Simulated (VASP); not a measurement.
Set up this calculation in VASP 6.6.1, as the native input.

| Item | Value |
| --- | --- |
| Task | single point |
| Functional | LDA |
| Potentials or basis | VASP PAW LDA potentials, release 64 (B, N) |
| Cutoff | 520 eV |
| k mesh | 12 × 12 × 4 |
| Occupations | gaussian, width 0.05 eV |
| Spin | no spin polarisation |
| Dipole correction | no |
| Further INCAR settings | ALGO = Normal; EDIFF = 1e-06; NBANDS = 16 |

The structure of BN lies in POSCAR:

```
BN
1.0
    2.7620704039      0.0000000000      0.0000000000
   -1.3810352019      2.1549757989      0.0000000000
    0.0000000000      0.0000000000      5.7807916289
B N
2 2
Direct
    0.3545143601      0.7090287201      0.2500000000
    0.6454856399      0.2909712799      0.7500000000
    0.3083038138      0.6166076276      0.7500000000
    0.6916961862      0.3833923724      0.2500000000
```

This cell differs from its parent crystal: normal strain along x +0.1100, normal strain along z -0.1100.

These files were run (other wordings do the same):

INCAR

```
SYSTEM = BN
  ALGO = Normal
  EDIFF = 1E-6
  ENCUT = 520
  GGA = CA
  ISIF = 2
  ISMEAR = 0
  LASPH = .True.
  LCHARG = .True.
  LELF = .True.
  LREAL = .False.
  LVHAR = .True.
  LWAVE = .False.
  NBANDS = 16
  NELM = 80
  PREC = Accurate
  SIGMA = 0.05
```

KPOINTS

```
k-points
0
Gamma
  12 12 4
  0 0 0
```

Potentials or basis: VASP PAW LDA potentials, release 64 (B, N).

The run is started by

```bash
$ cat potpaw_LDA.64/B/POTCAR potpaw_LDA.64/N/POTCAR > POTCAR
$ mpirun -np 1 vasp_std > vasp.out
```

It gave:

```json
{
 "Pressure": "-31.3 GPa",
 "Largest force": "0.019 eV/Å",
 "Band gap on the k mesh": "3.27 eV, indirect (least direct gap 3.28 eV)"
}
```

Caveat: the cell differs from its parent crystal (normal strain along x +0.1100, normal strain along z -0.1100).

Run time: 26 s on 1 thread of Intel(R) Xeon(R) Platinum 8559C (Emerald Rapids) (shared host), peak memory 0.17 GiB.
